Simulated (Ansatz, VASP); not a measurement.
**Two plane-wave programs on Sn2F**

File INCAR:

```
PREC = Accurate
ENCUT = 600
EDIFF = 1E-6
ISMEAR = 0
SIGMA = 0.1
LREAL = F
LASPH = T
NELM = 60
ALGO = Normal
ISIF = 3
LWAVE = F
LCHARG = F
GGA = PE
IBRION = 2
NSW = 90
EDIFFG = -0.04
```

The input KPOINTS:

```
regular mesh
0
Gamma
  6 6 2
```

Contents of POSCAR:

```
Sn2F
1.0
    3.4586905400      0.0000000000      0.0000000000
   -1.7293452700      2.9953138700      0.0000000000
    0.0000000000      0.0000000000     12.0105503800
Sn F
4 2
Direct
    0.6666666700      0.3333333300      0.8998116300
    0.3333333300      0.6666666700      0.3998116300
    0.6666666700      0.3333333300      0.6001883700
    0.3333333300      0.6666666700      0.1001883700
    0.0000000000      0.0000000000      0.7500000000
    0.0000000000      0.0000000000      0.2500000000
```

Input for Ansatz:

```yaml
crystal:
  lattice:
    - [3.45869054, 0.0, 0.0]
    - [-1.72934527, 2.99531387, 0.0]
    - [0.0, 0.0, 12.01055038]
  atoms:
    - { symbol: Sn, position: [0.66666667, 0.33333333, 0.89981163] }
    - { symbol: Sn, position: [0.33333333, 0.66666667, 0.39981163] }
    - { symbol: Sn, position: [0.66666667, 0.33333333, 0.60018837] }
    - { symbol: Sn, position: [0.33333333, 0.66666667, 0.10018837] }
    - { symbol: F, position: [0.0, 0.0, 0.75] }
    - { symbol: F, position: [0.0, 0.0, 0.25] }
basis:
  ecutwfc: 420
kpoints:
  mp_grid: { grid: [6, 6, 2] }
hamiltonian:
  xc: pbe
scf:
  occupations: { method: gaussian, width: 0.1 }
  lower_state_search: "off"
output:
  forces: true
  stress: true
  eigenvalues: true
relax:
  adjacent_minimum: "off"
  f_tol: 0.04
  max_steps: 70
  cell: { stress_tol: 0.4 }
```

Change from the starting cell: species swapped into the Hf2S type (P6_3/mmc, No. 194).

Alike in both runs: task relaxation of cell and atoms; functional PBE; k mesh 6 × 6 × 2; occupations gaussian, width 0.1 eV; no spin polarisation.

|  | VASP | Ansatz |
| --- | --- | --- |
| version | VASP 6.6.1 | Ansatz 0.2.0 |
| potentials or method | VASP PAW PBE potentials, release 64 (Sn_d, F), cutoff 600 eV | scalar-relativistic, plane waves, PAW |
| valence electrons in the cell | 70 | 70 |

```tsv
	VASP	Ansatz	Ansatz less VASP
gap on the k mesh at the Fermi level, each at its own relaxed structure (eV)	none	none	-
relaxed volume (Å³/atom)	21.80	21.86	+0.068
relaxed cell length with the largest relative difference (Å)	3.252	3.259	+0.0076
```

A gap of «none» marks a metal or a gap that the smearing closes.
